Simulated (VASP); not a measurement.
# MgO (P2_1) in VASP: further runs

Runs on MgO. Level: PBEsol. Tasks: single point.

Everything below comes from runs of VASP 6.6.1. Logs are shortened: lines on timing, memory, paths and dates and some standing lists are left out, and cuts for length are marked.

## 1. The cell of the first run

It takes space group P2_1 (No. 4, monoclinic). Conventional cell: a = 3.303 Å, b = 5.019 Å, c = 3.303 Å, α = 90.00°, β = 120.00°, γ = 90.00°. Within 2.6 Å of Mg (site symmetry 1) lie 4 O at 1.97 to 2.01 Å. Within 2.6 Å of O (site symmetry 1) lie 4 Mg at 1.97 to 2.01 Å.

## 2. Single point, PBEsol (mode 4 frozen in at -0.108 Å and mode 5 at -0.072 Å (largest displacements))

File INCAR:

```
SYSTEM = MgO
PREC     = Accurate       ! precision mode
ENCUT    = 520            ! plane-wave cutoff, eV
EDIFF    = 1E-6           ! SCF threshold, eV
ISMEAR   = 0              ! smearing method
SIGMA    = 0.05           ! smearing width, eV
LREAL    = .False.        ! projectors in reciprocal space
LASPH    = .True.         ! aspherical terms in the spheres
NELM     = 100            ! most SCF steps
ALGO     = Normal         ! electronic algorithm
ISIF     = 2              ! what is computed and relaxed
LWAVE    = .False.        ! write WAVECAR
LCHARG   = .True.         ! write CHGCAR
GGA      = PS             ! functional
LELF     = .True.         ! ELF
LVHAR    = .True.       
NBANDS   = 16             ! bands
```

File KPOINTS:

```
Automatic mesh
0
Gamma
  9 9 6
  0 0 0
```

File POSCAR:

```
MgO
1.0
    3.3034677759      0.0000000000      0.0000000000
   -1.6517338880      2.8608870145      0.0000000000
    0.0000000000      0.0000000000      5.0193881071
Mg O
2 2
Direct
    0.2880569058      0.6414996469      0.0036583441
    0.7119430942      0.3585003531      0.5036583441
    0.3753363559      0.6900141558      0.4009416559
    0.6246636441      0.3099858442      0.9009416559
```

Potentials or basis: VASP PAW PBE potentials, release 64 (Mg, O).

Started as:

```console
> cat potpaw_PBE.64/Mg/POTCAR potpaw_PBE.64/O/POTCAR > POTCAR
> mpirun -np 1 vasp_std > vasp.out
```

OUTCAR:

```text
SYSTEM = MgO
   PREC = Accurate
   ENCUT = 520
   EDIFF = 1E-6
   ISMEAR = 0
   LREAL = .False.
   LASPH = .True.
   NELM = 100
   ISIF = 2
   GGA = PS

 ion  position               nearest neighbor table
   1  0.288  0.641  0.004-   4 1.97   4 1.98   4 1.98   3 2.01   2 3.00   2 3.00   2 3.23   2 3.23
                             2 3.25   2 3.25
   2  0.712  0.359  0.504-   3 1.97   3 1.98   3 1.98   4 2.01   1 3.00   1 3.00   1 3.23   1 3.23
                             1 3.25   1 3.25
   3  0.375  0.690  0.401-   2 1.97   2 1.98   2 1.98   1 2.01
   4  0.625  0.310  0.901-   1 1.97   1 1.98   1 1.98   2 2.01

  LATTYP: Found a hexagonal cell.
 ALAT       =     3.3034677759
 C/A-ratio  =     1.5194300195

  Lattice vectors:

 A1 = (   3.3034677759,   0.0000000000,   0.0000000000)
 A2 = (  -1.6517338880,   2.8608870145,   0.0000000000)
 A3 = (   0.0000000000,   0.0000000000,   5.0193881071)

Analysis of symmetry for initial positions (statically):
=====================================================================
 Subroutine PRICEL returns:
 Original cell was already a primitive cell.

 Routine SETGRP: Setting up the symmetry group for a
 hexagonal supercell.

 Subroutine GETGRP returns: Found  2 space group operations
 (whereof  1 operations were pure point group operations)
 out of a pool of 24 trial point group operations.

The static configuration has the point symmetry C_1 .
 The point group associated with its full space group is C_2 .

Analysis of symmetry for dynamics (positions and initial velocities):
=====================================================================
 Subroutine PRICEL returns:
 Original cell was already a primitive cell.

 Routine SETGRP: Setting up the symmetry group for a
 hexagonal supercell.

 Subroutine GETGRP returns: Found  2 space group operations
 (whereof  1 operations were pure point group operations)
 out of a pool of 24 trial point group operations.

The dynamic configuration has the point symmetry C_1 .
 The point group associated with its full space group is C_2 .

 Subroutine INISYM returns: Found  2 space group operations
 (whereof  1 operations are pure point group operations),
 and found     1 'primitive' translations

----------------------------------------------------------------------------------------

                                     Primitive cell

  volume of cell :      47.4375

  direct lattice vectors                    reciprocal lattice vectors
     3.303467776  0.000000000  0.000000000     0.302712201  0.174770971  0.000000000
    -1.651733888  2.860887014  0.000000000     0.000000000  0.349541941  0.000000000
     0.000000000  0.000000000  5.019388107     0.000000000  0.000000000  0.199227471

  length of vectors
     3.303467776  3.303467776  5.019388107     0.349541941  0.349541941  0.199227471

  position of ions in fractional coordinates (direct lattice)
     0.288056906  0.641499647  0.003658344
     0.711943094  0.358500353  0.503658344
     0.375336356  0.690014156  0.400941656
     0.624663644  0.309985844  0.900941656

  ion indices of the primitive-cell ions
   primitive index   ion index
                 1           1
                 2           2
                 3           3
                 4           4

----------------------------------------------------------------------------------------

 KPOINTS: Automatic mesh

Automatic generation of k-mesh.
 Grid dimensions read from file:
 generate k-points for:    9    9    6

 Generating k-lattice:

  Cartesian coordinates                     Fractional coordinates (reciprocal lattice)
     0.033634689  0.019418997  0.000000000     0.111111111  0.000000000  0.000000000
     0.000000000  0.038837993  0.000000000     0.000000000  0.111111111  0.000000000
     0.000000000  0.000000000  0.033204579     0.000000000  0.000000000  0.166666667

  Length of vectors
     0.038837993  0.038837993  0.033204579

  Shift w.r.t. Gamma in fractional coordinates (k-lattice)
     0.000000000  0.000000000  0.000000000

 Subroutine IBZKPT returns following result:
 ===========================================

 Found    164 irreducible k-points:

 Following reciprocal coordinates:
            Coordinates               Weight
  0.000000  0.000000  0.000000      1.000000
  0.111111  0.000000  0.000000      2.000000
  0.000000  0.111111  0.000000      2.000000
 -0.111111  0.111111  0.000000      2.000000
  0.222222  0.000000  0.000000      2.000000
  0.000000  0.222222  0.000000      2.000000
[... 16 lines left out ...]
  0.333333  0.111111  0.000000      2.000000
 -0.111111  0.444444  0.000000      2.000000
 [... further k-points ...]
   k-points           NKPTS =    164   k-points in BZ     NKDIM =    164   number of bands    NBANDS=     16
   number of dos      NEDOS =    301   number of ions     NIONS =      4
   total plane-waves  NPLWV =  31360
   dimension x,y,z NGX =    28 NGY =   28 NGZ =   40
   dimension x,y,z NGXF=    56 NGYF=   56 NGZF=   80
   ions per type =               2   2
   NGX,Y,Z   is equivalent  to a cutoff of  14.09, 14.09, 13.25 a.u.
   NGXF,Y,Z  is equivalent  to a cutoff of  28.18, 28.18, 26.50 a.u.
 SYSTEM =  MgO
   PREC   = accura    normal or accurate (medium, high low for compatibility)
   ISTART =      0    job   : 0-new  1-cont  2-samecut
   ICHARG =      2    charge: 1-file 2-atom 10-const
   ISPIN  =      1    spin polarized calculation?
   LNONCOLLINEAR =      F non collinear calculations
   LSORBIT =      F    spin-orbit coupling
   LASPH  =      T    aspherical Exc in radial PAW
   ENCUT  =  520.0 eV  38.22 Ry    6.18 a.u.   6.14  6.14  9.33*2*pi/ulx,y,z
   NELM   =    100;   NELMIN=  2; NELMDL= -5     # of ELM steps
   EDIFF  = 0.1E-05   stopping-criterion for ELM
   LREAL  =      F    real-space projection
   EDIFFG = 0.1E-04   stopping-criterion for IOM
   NSW    =      0    number of steps for IOM
   IBRION =     -1    ionic relax: 0-MD 1-quasi-New 2-CG
   NFREE  =      0    steps in history (QN), initial steepest desc. (CG)
   ISIF   =      2    stress and relaxation
   ISYM   =      2    0-nonsym 1-usesym 2-fastsym
   POTIM  = 0.5000    time-step for ionic-motion
   TEBEG  =    0.0;   TEEND  =   0.0 temperature during run
   PSTRESS=    0.0 pullay stress
   NELECT =      16.0000    total number of electrons
   NUPDOWN=      -1.0000    fix difference up-down
   EMIN   =  10.00;   EMAX   =-10.00  energy-range for DOS
   EFERMI =   0.00;   METHOD = LEGACY
   ISMEAR =     0;   SIGMA  =   0.05  broadening in eV -4-tet -1-fermi 0-gaus
   EFERMI_NEDOS =   21; number of points for ismear=-14 and -15
   IALGO  =     38    algorithm
   IMIX   =      4    mixing-type and parameters
     AMIX     =   0.40;   BMIX     =  1.00
     AMIX_MAG =   1.60;   BMIX_MAG =  1.00
  volume/ion in A,a.u.               =      11.86        80.03
  Fermi-wavevector in a.u.,A,eV,Ry     =   1.139570  2.153475 17.668792  1.298620
  Thomas-Fermi vector in A             =   2.276273
   LORBIT       =      0    0 simple, 1 ext, 2 COOP (PROOUT), +10 PAW based schemes
   GGA     = PS    functional components
   LHFCALC =     F    Hartree Fock is set to
   AEXX    =    0.0000 exact exchange contribution
   IVDW    =     0    specifies the selected vdW correction
   LEPSILON=     F    determine dielectric tensor
   LRPA    =     F    only Hartree local field effects (RPA)
 non-spin polarized calculation
 Gauss-broadening in eV      SIGMA  =   0.05
  energy-cutoff  :      520.00
  volume of cell :       47.44
 maximum number of plane-waves:      1296
 NGX is ok and might be reduce to    28
   NGX = 13   NGY = 13   NGZ = 19

 number of electron      15.9999999 magnetization

 Free energy of the ion-electron system (eV)
  ---------------------------------------------------
  ext. energy  EPLUGINS =         0.00000000
  ---------------------------------------------------
  free energy    TOTEN  =       -24.46126914 eV

  energy without entropy =      -24.46126914  energy(sigma->0) =      -24.46126914

 E-fermi :   1.3535     XC(G=0):  -9.9642

 val. band max:        1.0474852322   @ k =   0.0000   0.0000   0.0000
 cond. band min:       4.2908958591   @ k =   0.0000   0.0000   0.0000
 fundamental gap:      3.2434106269
 Fermi energy:         1.3534788396

 k-point     1 :       0.0000    0.0000    0.0000
  band No.  band energies     occupation
      1     -15.1578      2.00000
      2     -14.3401      2.00000
      3      -2.3120      2.00000
      4       0.2032      2.00000
      5       0.3052      2.00000
      6       0.4481      2.00000
[... 8 lines left out ...]
     15      17.0418      0.00000
     16      17.9660      0.00000

 k-point     2 :       0.1111    0.0000    0.0000
  band No.  band energies     occupation
      1     -15.0969      2.00000
      2     -14.3160      2.00000
      3      -2.1955      2.00000
      4      -0.1211      2.00000
      5       0.1379      2.00000
      6       0.1825      2.00000
[... 8 lines left out ...]
     15      17.2879      0.00000
     16      17.3930      0.00000

 k-point     3 :       0.0000    0.1111    0.0000
  band No.  band energies     occupation
      1     -15.0943      2.00000
      2     -14.3200      2.00000
      3      -2.1880      2.00000
      4      -0.0627      2.00000
      5       0.1717      2.00000
      6       0.2286      2.00000
[... 8 lines left out ...]
     15      16.8474      0.00000
     16      17.4502      0.00000

 k-point     4 :      -0.1111    0.1111    0.0000
  band No.  band energies     occupation
      1     -15.0945      2.00000
      2     -14.3198      2.00000
      3      -2.1884      2.00000
      4      -0.0635      2.00000
      5       0.1715      2.00000
      6       0.2214      2.00000
[... 8 lines left out ...]
     15      16.8559      0.00000
     16      17.4784      0.00000

 k-point     5 :       0.2222    0.0000    0.0000
  band No.  band energies     occupation
      1     -14.9350      2.00000
      2     -14.2578      2.00000
      3      -1.8713      2.00000
      4      -1.0265      2.00000
      5      -0.2974      2.00000
      6      -0.0133      2.00000
[... 8 lines left out ...]
     15      16.1951      0.00000
     16      16.3049      0.00000

 k-point     6 :       0.0000    0.2222    0.0000
  band No.  band energies     occupation
      1     -14.9224      2.00000
      2     -14.2757      2.00000
      3      -1.8368      2.00000
      4      -0.8037      2.00000
      5      -0.4192      2.00000
      6       0.0126      2.00000
[... 8 lines left out ...]
     15      15.9080      0.00000
     16      16.6207      0.00000
[... 267 lines left out ...]
 k-point    21 :       0.1111    0.2222    0.0000
  band No.  band energies     occupation
      1     -14.7852      2.00000
      2     -14.2405      2.00000
      3      -1.5493      2.00000
      4      -1.2656      2.00000
      5      -0.8328      2.00000
      6      -0.0595      2.00000
[... 8 lines left out ...]
     15      15.6926      0.00000
     16      16.8902      0.00000

 k-point    22 :       0.3333   -0.1111    0.0000
  band No.  band energies     occupation
      1     -14.7979      2.00000
      2     -14.2234      2.00000
      3      -1.5767      2.00000
      4      -1.4503      2.00000
      5      -0.6942      2.00000
      6      -0.0863      2.00000
[... 8 lines left out ...]
     15      15.6669      0.00000
     16      16.5029      0.00000

 k-point    23 :       0.3333    0.1111    0.0000
  band No.  band energies     occupation
      1     -14.6136      2.00000
      2     -14.1898      2.00000
      3      -2.0374      2.00000
      4      -1.1536      2.00000
      5      -0.9268      2.00000
      6      -0.3378      2.00000
[... 8 lines left out ...]
     15      15.3734      0.00000
     16      16.5608      0.00000

 k-point    24 :      -0.1111    0.4444    0.0000
  band No.  band energies     occupation
      1     -14.5545      2.00000
      2     -14.2613      2.00000
      3      -1.7496      2.00000
      4      -1.1394      2.00000
      5      -0.8988      2.00000
      6      -0.3646      2.00000
[... 8 lines left out ...]
     15      15.0340      0.00000
     16      16.7132      0.00000

 [... further k-points ...]
[... 5 lines left out ...]
  --------------------------------------------------------------------------------------
  -------------------------------------------------------------------------------------
  Total       -0.3028718     -0.2176560     -0.0041797     -0.1148145      0.0000000      0.0000000
  in kB      -10.2293444     -7.3512250     -0.1411670     -3.8778029      0.0000000      0.0000000
  external PRESSURE =      -5.9072455 kB  Pullay stress =       0.0000000 kB

 VOLUME and BASIS-vectors are now :
 -----------------------------------------------------------------------------
  energy-cutoff  :      520.00
  volume of cell :       47.44
      direct lattice vectors                 reciprocal lattice vectors
     3.303467776  0.000000000  0.000000000     0.302712201  0.174770971  0.000000000
    -1.651733888  2.860887014  0.000000000     0.000000000  0.349541941  0.000000000
     0.000000000  0.000000000  5.019388107     0.000000000  0.000000000  0.199227471

 POSITION                                       TOTAL-FORCE (eV/Angst)
 -----------------------------------------------------------------------------------
     -0.10800      1.83526      0.01836         0.406335      0.257664      0.093356
      1.75973      1.02563      2.52806        -0.406335     -0.257664      0.093356
      0.10019      1.97405      2.01248        -0.188353     -0.132423     -0.093356
      1.55154      0.88683      4.52218         0.188353      0.132423     -0.093356
 -----------------------------------------------------------------------------------
    total drift:                               -0.000000     -0.000000      0.001210

  FREE ENERGIE OF THE ION-ELECTRON SYSTEM (eV)
  ---------------------------------------------------
  free  energy   TOTEN  =       -24.4612691369 eV

  energy  without entropy=      -24.4612691369  energy(sigma->0) =      -24.46126914
```

Wall time 2.3 min (1 thread of Intel Xeon 8259CL, shared host); peak memory 0.26 GiB.

Results:

* Free energy: -24.4613 eV
* Pressure: -0.6 GPa
* Largest force: 0.490 eV/Å
* Band gap on the k mesh: 3.24 eV, direct

Forces in eV/Å, atoms in the order of the input:
```
Mg   0.406  0.258  0.093
Mg  -0.406 -0.258  0.093
O   -0.188 -0.132 -0.093
O    0.188  0.132 -0.093
```

Caveat: the cell differs from its parent crystal (mode 4 frozen in at -0.108 Å and mode 5 at -0.072 Å (largest displacements)); the PAW data sets were made with another functional, which shifts forces and pressure a little. A k mesh can miss the band edges.

(Continued in part 2 of 2.)
